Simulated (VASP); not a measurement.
The system is Sb.

```
CELL_PARAMETERS angstrom
0.00000 2.33919 2.33919
2.33919 0.00000 2.33919
2.33919 2.33919 0.00000
ATOMIC_POSITIONS crystal
Sb 0.00000 0.00000 0.00000
```

Base run:

- Program: VASP 6.6.1
- Functional: r2SCAN
- Potentials or basis: VASP PAW PBE potentials, release 64 (Sb)
- Cutoff: 520 eV
- k mesh: 10 × 10 × 10
- Occupations: fermi-dirac, width 0.05 eV
- Spin: no spin polarisation

Its results: pressure 3.7 GPa.

Question: The run is repeated on the same cell with these changes: functional from r2SCAN to LDA; potentials or basis from VASP PAW PBE potentials, release 64 (Sb) to VASP PAW LDA potentials, release 64 (Sb). What comes out?

Answer: Pressure 0.3 GPa.

Caveats: the PAW data sets were made with another functional, which shifts forces and pressure a little (some runs).
